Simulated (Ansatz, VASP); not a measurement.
## CdS in VASP and in Ansatz

The input POSCAR:

```
CdS
1.0
    0.0000000000      2.9254005319      2.9589686818
    2.9254005319      0.0000000000      2.9589686818
    2.9254005319      2.9254005319      0.0000000000
Cd S
1 1
Direct
    0.0000000000      0.0000000000      0.0000000000
    0.2500000000      0.2500000000      0.2500000000
```

Contents of INCAR.step1:

```
SYSTEM = CdS
ALGO     = Normal         ! electronic algorithm
EDIFF    = 1E-5           ! SCF threshold, eV
ENCUT    = 520            ! plane-wave cutoff, eV
GGA      = PE             ! functional
ISIF     = 2              ! what is computed and relaxed
ISMEAR   = 0              ! smearing method
LASPH    = .TRUE.         ! aspherical terms in the spheres
LCHARG   = .FALSE.        ! write CHGCAR
LREAL    = .FALSE.        ! projectors in reciprocal space
LWAVE    = .TRUE.         ! write WAVECAR
NBANDS   = 16             ! bands
NELM     = 100            ! most SCF steps
PREC     = Accurate       ! precision mode
SIGMA    = 0.01           ! smearing width, eV
```

Contents of INCAR.step2:

```
SYSTEM = CdS
ALGO     = Normal         ! electronic algorithm
EDIFF    = 1E-6           ! SCF threshold, eV
ENCUT    = 520            ! plane-wave cutoff, eV
GGA      = PE             ! functional
HFSCREEN = 0.2079         ! screening, 1/A
ISIF     = 2              ! what is computed and relaxed
ISMEAR   = 0              ! smearing method
ISTART   = 1            
LASPH    = .TRUE.         ! aspherical terms in the spheres
LCHARG   = .FALSE.        ! write CHGCAR
LHFCALC  = .TRUE.         ! exact exchange
LREAL    = .FALSE.        ! projectors in reciprocal space
LWAVE    = .FALSE.        ! write WAVECAR
NBANDS   = 16             ! bands
NELM     = 100            ! most SCF steps
PREC     = Accurate       ! precision mode
PRECFOCK = Normal       
SIGMA    = 0.01           ! smearing width, eV
```

KPOINTS

```
k-points
0
G
  6 6 6
  0 0 0
```

Input for Ansatz:

```yaml
crystal:
  lattice:
    - [0.0, 2.9254005319, 2.9589686818]
    - [2.9254005319, 0.0, 2.9589686818]
    - [2.9254005319, 2.9254005319, 0.0]
  atoms:
    - { symbol: Cd, position: [0.0, 0.0, 0.0] }
    - { symbol: S, position: [0.25, 0.25, 0.25] }
kpoints:
  mp_grid: { grid: [6, 6, 6] }
  band_path:
    path:
      - [0.0, 0.0, 0.0]
      - [-0.5, -0.5, 0.0]
      - [-0.375, -0.375, 0.25]
      - [-0.375, 0.0, 0.375]
      - [0.0, 0.0, 0.5]
      - [-0.5, -0.25, 0.25]
    npoints: 1
hamiltonian:
  xc: hse06
scf:
  occupations: { method: fixed }
  n_extra_bands: 4
output:
  forces: true
  stress: true
  eigenvalues: true
  write_density: true
  write_potential: true
  elf: true
  volumetric_format: npy
```

Change from the starting cell: epitaxial_xy strain -0.5%.

Alike in both runs: task single point; functional HSE06; k mesh 6 × 6 × 6; no spin polarisation.

```csv
,VASP,Ansatz
version,VASP 6.6.1,Ansatz 0.2.0
potentials or method,"VASP PAW PBE potentials, release 64 (Cd, S)","plane waves, PAW"
plane-wave cutoff (eV),520,420
occupations,"gaussian, width 0.01 eV",fixed
valence electrons in the cell,18,26
```

|  | VASP | Ansatz | Ansatz less VASP |
| --- | --- | --- | --- |
| gap on the k mesh at the Fermi level (eV) | 2.11 | 2.10 | -0.004 |
| pressure (GPa) | 0.7 | 0.4 | -0.28 |
| traceless stress, the component that is largest in VASP (GPa) | -0.16 | -0.16 | -0.002 |

VASP's potentials hold 18 valence electrons a cell and Ansatz's 26, so a difference there can come from the potentials and not from the codes. Ansatz's warnings: stress exchange threshold loose, stress scf threshold loose.
